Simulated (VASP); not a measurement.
# Os (Fm-3m) in VASP: further runs, part 3 of 3

VASP 6.6.1. Earlier steps stand in the parts before.

## (5) Single point, PBE (volume scaled by 0.76)

File INCAR:

```
PREC = Accurate
ENCUT = 520
EDIFF = 1E-6
ISMEAR = -1
SIGMA = 0.1
LREAL = False
LASPH = True
NELM = 100
ALGO = Normal
ISIF = 2
LWAVE = False
LCHARG = False
GGA = PE
NBANDS = 10
```

File KPOINTS:

```
regular mesh
0
Gamma
  17 17 17
```

File POSCAR:

```
Os
1.0
    0.0000000000      1.7599927068      1.7599927068
    1.7599927068      0.0000000000      1.7599927068
    1.7599927068      1.7599927068      0.0000000000
Os
1
Direct
    0.0000000000      0.0000000000      0.0000000000
```

Potentials or basis: VASP PAW PBE potentials, release 64 (Os).

On the command line:

```sh
$ cat potpaw_PBE.64/Os/POTCAR > POTCAR
$ mpirun -np 1 vasp_std > vasp.out
```

OUTCAR:

```text
PREC = Accurate
   ENCUT = 520
   EDIFF = 1E-6
   ISMEAR = -1
   LREAL = False
   LASPH = True
   NELM = 100
   ISIF = 2
   GGA = PE

 ion  position               nearest neighbor table
   1  0.000  0.000  0.000-

  LATTYP: Found a face centered cubic cell.
 ALAT       =     3.5199854136

  Lattice vectors:

 A1 = (   0.0000000000,   1.7599927068,   1.7599927068)
 A2 = (   1.7599927068,   0.0000000000,   1.7599927068)
 A3 = (   1.7599927068,   1.7599927068,   0.0000000000)

Analysis of symmetry for initial positions (statically):
=====================================================================
 Subroutine PRICEL returns:
 Original cell was already a primitive cell.

 Routine SETGRP: Setting up the symmetry group for a
 face centered cubic supercell.

 Subroutine GETGRP returns: Found 48 space group operations
 (whereof 48 operations were pure point group operations)
 out of a pool of 48 trial point group operations.

The static configuration has the point symmetry O_h .

Analysis of symmetry for dynamics (positions and initial velocities):
=====================================================================
 Subroutine PRICEL returns:
 Original cell was already a primitive cell.

 Routine SETGRP: Setting up the symmetry group for a
 face centered cubic supercell.

 Subroutine GETGRP returns: Found 48 space group operations
 (whereof 48 operations were pure point group operations)
 out of a pool of 48 trial point group operations.

The dynamic configuration has the point symmetry O_h .

 Subroutine INISYM returns: Found 48 space group operations
 (whereof 48 operations are pure point group operations),
 and found     1 'primitive' translations

----------------------------------------------------------------------------------------

                                     Primitive cell

  volume of cell :      10.9034

  direct lattice vectors                    reciprocal lattice vectors
     0.000000000  1.759992707  1.759992707    -0.284092086  0.284092086  0.284092086
     1.759992707  0.000000000  1.759992707     0.284092086 -0.284092086  0.284092086
     1.759992707  1.759992707  0.000000000     0.284092086  0.284092086 -0.284092086

  length of vectors
     2.489005556  2.489005556  2.489005556     0.492061928  0.492061928  0.492061928

  position of ions in fractional coordinates (direct lattice)
     0.000000000  0.000000000  0.000000000

  ion indices of the primitive-cell ions
   primitive index   ion index
                 1           1

----------------------------------------------------------------------------------------

 KPOINTS: regular mesh

Automatic generation of k-mesh.
 Grid dimensions read from file:
 generate k-points for:   17   17   17

 Generating k-lattice:

  Cartesian coordinates                     Fractional coordinates (reciprocal lattice)
    -0.016711299  0.016711299  0.016711299     0.058823529  0.000000000  0.000000000
     0.016711299 -0.016711299  0.016711299     0.000000000  0.058823529  0.000000000
     0.016711299  0.016711299 -0.016711299     0.000000000  0.000000000  0.058823529

  Length of vectors
     0.028944819  0.028944819  0.028944819

  Shift w.r.t. Gamma in fractional coordinates (k-lattice)
     0.000000000  0.000000000  0.000000000

 Subroutine IBZKPT returns following result:
 ===========================================

 Found    165 irreducible k-points:

 Following reciprocal coordinates:
            Coordinates               Weight
  0.000000  0.000000  0.000000      1.000000
  0.058824  0.000000  0.000000      8.000000
  0.117647  0.000000  0.000000      8.000000
  0.176471  0.000000  0.000000      8.000000
  0.235294  0.000000  0.000000      8.000000
  0.294118  0.000000  0.000000      8.000000
[... 16 lines left out ...]
 -0.176471  0.058824  0.000000     24.000000
 -0.117647  0.058824  0.000000     24.000000
 [... further k-points ...]
   k-points           NKPTS =    165   k-points in BZ     NKDIM =    165   number of bands    NBANDS=     10
   number of dos      NEDOS =    301   number of ions     NIONS =      1
   total plane-waves  NPLWV =   8000
   dimension x,y,z NGX =    20 NGY =   20 NGZ =   20
   dimension x,y,z NGXF=    40 NGYF=   40 NGZF=   40
   ions per type =               1
   NGX,Y,Z   is equivalent  to a cutoff of  13.36, 13.36, 13.36 a.u.
   NGXF,Y,Z  is equivalent  to a cutoff of  26.72, 26.72, 26.72 a.u.
 SYSTEM =  unknown system
   PREC   = accura    normal or accurate (medium, high low for compatibility)
   ISTART =      0    job   : 0-new  1-cont  2-samecut
   ICHARG =      2    charge: 1-file 2-atom 10-const
   ISPIN  =      1    spin polarized calculation?
   LNONCOLLINEAR =      F non collinear calculations
   LSORBIT =      F    spin-orbit coupling
   LASPH  =      T    aspherical Exc in radial PAW
   ENCUT  =  520.0 eV  38.22 Ry    6.18 a.u.   4.63  4.63  4.63*2*pi/ulx,y,z
   NELM   =    100;   NELMIN=  2; NELMDL= -5     # of ELM steps
   EDIFF  = 0.1E-05   stopping-criterion for ELM
   LREAL  =      F    real-space projection
   EDIFFG = 0.1E-04   stopping-criterion for IOM
   NSW    =      0    number of steps for IOM
   IBRION =     -1    ionic relax: 0-MD 1-quasi-New 2-CG
   NFREE  =      0    steps in history (QN), initial steepest desc. (CG)
   ISIF   =      2    stress and relaxation
   ISYM   =      2    0-nonsym 1-usesym 2-fastsym
   POTIM  = 0.5000    time-step for ionic-motion
   TEBEG  =    0.0;   TEEND  =   0.0 temperature during run
   PSTRESS=    0.0 pullay stress
   NELECT =       8.0000    total number of electrons
   NUPDOWN=      -1.0000    fix difference up-down
   EMIN   =  10.00;   EMAX   =-10.00  energy-range for DOS
   EFERMI =   0.00;   METHOD = LEGACY
   ISMEAR =    -1;   SIGMA  =   0.10  broadening in eV -4-tet -1-fermi 0-gaus
   EFERMI_NEDOS =   21; number of points for ismear=-14 and -15
   IALGO  =     38    algorithm
   IMIX   =      4    mixing-type and parameters
     AMIX     =   0.40;   BMIX     =  1.00
     AMIX_MAG =   1.60;   BMIX_MAG =  1.00
  volume/ion in A,a.u.               =      10.90        73.58
  Fermi-wavevector in a.u.,A,eV,Ry     =   1.476558  2.790291 29.663758  2.180225
  Thomas-Fermi vector in A             =   2.591070
   LORBIT       =      0    0 simple, 1 ext, 2 COOP (PROOUT), +10 PAW based schemes
   GGA     = PE    functional components
   LHFCALC =     F    Hartree Fock is set to
   AEXX    =    0.0000 exact exchange contribution
   IVDW    =     0    specifies the selected vdW correction
   LEPSILON=     F    determine dielectric tensor
   LRPA    =     F    only Hartree local field effects (RPA)
 non-spin polarized calculation
  energy-cutoff  :      520.00
  volume of cell :       10.90
 maximum number of plane-waves:       305
   NGX =  9   NGY =  9   NGZ =  9

 number of electron       8.0000000 magnetization

 Free energy of the ion-electron system (eV)
  ---------------------------------------------------
  ext. energy  EPLUGINS =         0.00000000
  ---------------------------------------------------
  free energy    TOTEN  =        -9.38120541 eV

  energy without entropy =       -9.35783408  energy(sigma->0) =       -9.36951974

 E-fermi :  13.5749     XC(G=0): -15.5312

 val. band max:       13.5724756045   @ k =   0.4118   0.2941   0.0588
 cond. band min:      13.5908127629   @ k =   0.4118   0.2941   0.1176
 fundamental gap:      0.0183371585
 Fermi energy:        13.5749157141

 k-point     1 :       0.0000    0.0000    0.0000
  band No.  band energies     occupation
      1       0.4436      2.00000
      2       9.2322      2.00000
      3       9.2322      2.00000
      4       9.2322      2.00000
      5      13.7083      0.41719
      6      13.7083      0.41719
      7      27.3943      0.00000
      8      34.8494      0.00000
      9      34.8494      0.00000
     10      34.8494      0.00000

 k-point     2 :       0.0588    0.0000    0.0000
  band No.  band energies     occupation
      1       0.6640      2.00000
      2       9.0839      2.00000
      3       9.3373      2.00000
      4       9.3373      2.00000
      5      13.6130      0.81198
      6      13.6130      0.81198
      7      27.8263      0.00000
      8      33.8450      0.00000
      9      35.2599      0.00000
     10      35.2599      0.00000
[... 274 lines left out ...]
 k-point    24 :      -0.1176    0.0588    0.0000
  band No.  band energies     occupation
      1       1.7407      2.00000
      2       8.4223      2.00000
      3       9.7883      2.00000
      4       9.8619      2.00000
      5      12.8419      1.99869
      6      13.7737      0.24095
      7      29.7568      0.00000
      8      31.7351      0.00000
      9      36.2367      0.00000
     10      37.9050      0.00000

 [... further k-points ...]
[... 5 lines left out ...]
  --------------------------------------------------------------------------------------
  -------------------------------------------------------------------------------------
  Total       14.3284320     14.3284320     14.3284320     -0.0000000     -0.0000000      0.0000000
  in kB     2105.4583284   2105.4583284   2105.4583284     -0.0000000     -0.0000000      0.0000000
  external PRESSURE =    2105.4583284 kB  Pullay stress =       0.0000000 kB

 VOLUME and BASIS-vectors are now :
 -----------------------------------------------------------------------------
  energy-cutoff  :      520.00
  volume of cell :       10.90
      direct lattice vectors                 reciprocal lattice vectors
     0.000000000  1.759992707  1.759992707    -0.284092086  0.284092086  0.284092086
     1.759992707  0.000000000  1.759992707     0.284092086 -0.284092086  0.284092086
     1.759992707  1.759992707  0.000000000     0.284092086  0.284092086 -0.284092086

 POSITION                                       TOTAL-FORCE (eV/Angst)
 -----------------------------------------------------------------------------------
      0.00000      0.00000      0.00000         0.000000      0.000000      0.000000
 -----------------------------------------------------------------------------------
    total drift:                                0.000000     -0.000000     -0.000000

  FREE ENERGIE OF THE ION-ELECTRON SYSTEM (eV)
  ---------------------------------------------------
  free  energy   TOTEN  =        -9.3812054065 eV

  energy  without entropy=       -9.3578340833  energy(sigma->0) =       -9.36951974
```

OSZICAR:

```text
N       E                     dE             d eps       ncg     rms          rms(c)
DAV:   1     0.447114341423E+02    0.44711E+02   -0.43814E+03  3388   0.770E+02
DAV:   2    -0.902472288409E+01   -0.53736E+02   -0.50323E+02  3432   0.222E+02
DAV:   3    -0.997004589366E+01   -0.94532E+00   -0.94262E+00  3904   0.276E+01
DAV:   4    -0.997203070577E+01   -0.19848E-02   -0.19846E-02  3652   0.140E+00
DAV:   5    -0.997203677344E+01   -0.60677E-05   -0.60678E-05  3662   0.693E-02    0.290E+01
DAV:   6    -0.957838783331E+01    0.39365E+00   -0.15240E-01  3906   0.282E+00    0.164E+01
DAV:   7    -0.938249505468E+01    0.19589E+00   -0.24213E-01  3514   0.346E+00    0.559E-01
DAV:   8    -0.938124440194E+01    0.12507E-02   -0.57619E-03  3726   0.797E-01    0.248E-01
DAV:   9    -0.938125400920E+01   -0.96073E-05   -0.51961E-05  3692   0.623E-02    0.355E-02
DAV:  10    -0.938120561250E+01    0.48397E-04   -0.15739E-05  3606   0.495E-02    0.931E-03
DAV:  11    -0.938120540653E+01    0.20598E-06   -0.89749E-08  1918   0.336E-03
   1 F= -.93812054E+01 E0= -.93695197E+01  d E =-.233713E-01
```

Wall time 38 s (1 thread of AMD EPYC 7R13, shared host); peak memory 0.11 GiB.

Results:

```yaml
Free_energy: -9.3812 eV
Pressure: 210.5 GPa
Band_gap_on_the_k_mesh: zero (band 4 reaches 17.24 eV, above the bottom of band 5 at 11.25 eV)
```

Caveat: spin-orbit coupling is left out, which moves the levels of the heavy elements.

## (6) Single point, PBE (volume scaled by 0.84)

File INCAR:

```
PREC = Accurate
ENCUT = 520
EDIFF = 1E-7
ISMEAR = -1
SIGMA = 0.1
LREAL = F
LASPH = T
NELM = 80
ALGO = Normal
ISIF = 2
LWAVE = F
LCHARG = F
GGA = PE
NBANDS = 10
```

KPOINTS is that of step 5.

File POSCAR:

```
Os
1.0
    0.0000000000      1.8196984819      1.8196984819
    1.8196984819      0.0000000000      1.8196984819
    1.8196984819      1.8196984819      0.0000000000
Os
1
Direct
    0.0000000000      0.0000000000      0.0000000000
```

Potentials or basis: VASP PAW PBE potentials, release 64 (Os).

On the command line:

```sh
$ cat potpaw_PBE.64/Os/POTCAR > POTCAR
$ mpirun -np 1 vasp_std > vasp.out
```

It took 44 s on 1 thread of AMD EPYC 7R13, shared host; peak memory 0.11 GiB.

Results (log left out):

| Quantity | Value |
| --- | --- |
| Free energy | -10.4834 eV |
| Pressure | 105.5 GPa |
| Band gap on the k mesh | zero (band 4 reaches 14.87 eV, above the bottom of band 5 at 9.80 eV) |

Levels at points of the mesh, in eV from the Fermi level:
```csv
k point,band 1,band 2,band 3,band 4,band 5,band 6,band 7,band 8,band 9
"(0.00, 0.00, 0.00)",-12.20,-3.75,-3.75,-3.75,0.10,0.10,14.05,20.82,20.82
```

Caveat: spin-orbit coupling is left out, which moves the levels of the heavy elements.

## (7) Overview

| cell | gap on the mesh (eV) | pressure (GPa) |
| --- | --- | --- |
| a = 2.398 Å, angles 60.0°, 1 atom | none | 382.1 |
| a = 2.489 Å, angles 60.0°, 1 atom | none | 210.5 |
| a = 2.573 Å, angles 60.0°, 1 atom | none | 105.5 |

Alike in all rows: task single point; level PBE; potentials or basis VASP PAW PBE potentials, release 64 (Os); no spin polarisation; k mesh 17 × 17 × 17; cutoff (eV) 520; smearing fermi-dirac 0.1 eV.

Caveats: spin-orbit coupling is left out, which moves the levels of the heavy elements.

Absolute energies hang on the potentials; compare differences alone.
